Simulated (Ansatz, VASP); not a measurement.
## One calculation of InAs, two programs

The input POSCAR:

```
InAs
1.0
    0.0000000000      2.8634641678      2.8634641678
    2.8634641678      0.0000000000      2.8634641678
    2.8634641678      2.8634641678      0.0000000000
In As
1 1
Direct
    0.5000000000      0.5000000000      0.5000000000
    0.0000000000      0.0000000000      0.0000000000
```

Contents of INCAR.step1:

```
  PREC = Accurate
  ENCUT = 550
  ISMEAR = 0
  SIGMA = 0.1
  LREAL = F
  LASPH = T
  NELM = 120
  NBANDS = 16
  GGA = PE
  ALGO = Normal
  EDIFF = 1E-5
  LWAVE = T
  LCHARG = F
  GGA_COMPAT = F
```

Contents of INCAR.step2:

```
  PREC = Accurate
  ENCUT = 550
  EDIFF = 1E-6
  ISMEAR = 0
  SIGMA = 0.1
  LREAL = F
  LASPH = T
  NELM = 120
  ALGO = Normal
  ISIF = 2
  LWAVE = F
  LCHARG = F
  METAGGA = R2SCAN
  LMIXTAU = T
  NBANDS = 16
  ISTART = 1
  GGA_COMPAT = F
```

KPOINTS

```
regular mesh
0
Gamma
  12 12 12
```

Input for Ansatz:

```yaml
crystal:
  lattice:
    - [0.0, 2.8634641678, 2.8634641678]
    - [2.8634641678, 0.0, 2.8634641678]
    - [2.8634641678, 2.8634641678, 0.0]
  atoms:
    - { symbol: In, position: [0.5, 0.5, 0.5] }
    - { symbol: As, position: [0.0, 0.0, 0.0] }
basis:
  ecutwfc: 500
kpoints:
  mp_grid: { grid: [12, 12, 12] }
hamiltonian:
  xc: r2scan
scf:
  occupations: { method: gaussian, width: 0.1 }
output:
  forces: true
  stress: true
  eigenvalues: true
```

Alike in both runs: task single point; functional r2SCAN; k mesh 12 × 12 × 12; occupations gaussian, width 0.1 eV; no spin polarisation.

```csv
,VASP,Ansatz
version,VASP 6.6.1,Ansatz 0.2.0
potentials or method,"VASP PAW PBE potentials, release 64 (In_d, As), cutoff 550 eV","scalar-relativistic, plane waves, PAW"
valence electrons in the cell,18,28
```

|  | VASP | Ansatz | Ansatz less VASP |
| --- | --- | --- | --- |
| gap on the k mesh at the Fermi level (eV) | none | none | - |
| pressure (GPa) | -1.5 | -1.6 | -0.08 |

VASP's potentials were made for PBE, not for r2SCAN. A gap of «none» marks a metal or a gap that the smearing closes. VASP's potentials hold 18 valence electrons a cell and Ansatz's 28, so a difference there can come from the potentials and not from the codes.
